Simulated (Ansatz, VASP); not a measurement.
AlNi3: VASP beside Ansatz

Contents of INCAR:

```
SYSTEM = AlNi3
  ALGO = Normal
  EDIFF = 1E-6
  ENCUT = 690
  GGA = PE
  GGA_COMPAT = .FALSE.
  ISIF = 2
  ISMEAR = -1
  ISPIN = 2
  LASPH = .TRUE.
  LCHARG = .FALSE.
  LMAXMIX = 4
  LORBIT = 11
  LREAL = .FALSE.
  LWAVE = .FALSE.
  MAGMOM = 0.266667 0.266667 0.266667 0
  NBANDS = 40
  NELM = 200
  NUPDOWN = 0.8
  PREC = Accurate
  SIGMA = 0.05
```

The input KPOINTS:

```
k-points
0
G
  6 6 6
  0 0 0
```

The input POSCAR:

```
AlNi3
1.0
    3.5230547267      0.0000000000      0.0000000000
    0.0000000000      3.5230547267      0.0000000000
    0.0000000000      0.0000000000      3.5230547267
Ni Al
3 1
Direct
    0.5000000000      0.5000000000      0.0000000000
    0.5000000000      0.0000000000      0.5000000000
    0.0000000000      0.5000000000      0.5000000000
    0.0000000000      0.0000000000      0.0000000000
```

input.yaml

```yaml
crystal:
  lattice:
    - [3.5230547267, 0.0, 0.0]
    - [0.0, 3.5230547267, 0.0]
    - [0.0, 0.0, 3.5230547267]
  atoms:
    - { symbol: Ni, position: [0.5, 0.5, 0.0], spin: 0.2666666667 }
    - { symbol: Ni, position: [0.5, 0.0, 0.5], spin: 0.2666666667 }
    - { symbol: Ni, position: [0.0, 0.5, 0.5], spin: 0.2666666667 }
    - { symbol: Al, position: [0.0, 0.0, 0.0] }
hamiltonian:
  xc: pbe
  pseudopotentials: { kind: paw }
magnetization:
  spin_polarized: true
  initial_magnetization: 0.8
  spin_locking: { lock_magnetization: hard }
kpoints:
  mp_grid: { grid: [6, 6, 6] }
scf:
  occupations: { method: fermi_dirac, width: 0.05 }
  lower_state_search: "off"
output:
  forces: true
  stress: true
  eigenvalues: true
  write_density: true
  write_potential: true
  elf: true
  volumetric_format: npy
```

Alike in both runs: task single point; functional PBE; k mesh 6 × 6 × 6; occupations fermi-dirac, width 0.05 eV; collinear spin; fixed moment 0.8 μB.

```csv
,VASP,Ansatz
version,VASP 6.6.1,Ansatz 0.2.0
potentials or method,"VASP PAW PBE potentials, release 64 (Ni_sv_GW, Al)",Ansatz PAW
plane-wave cutoff (eV),690,420
valence electrons in the cell,57,57
```

|  | VASP | Ansatz | Ansatz less VASP |
| --- | --- | --- | --- |
| pressure (GPa) | 6.5 | 7.4 | +0.99 |
| net moment per atom (μB) | 0.20 | 0.20 | 0.000 |
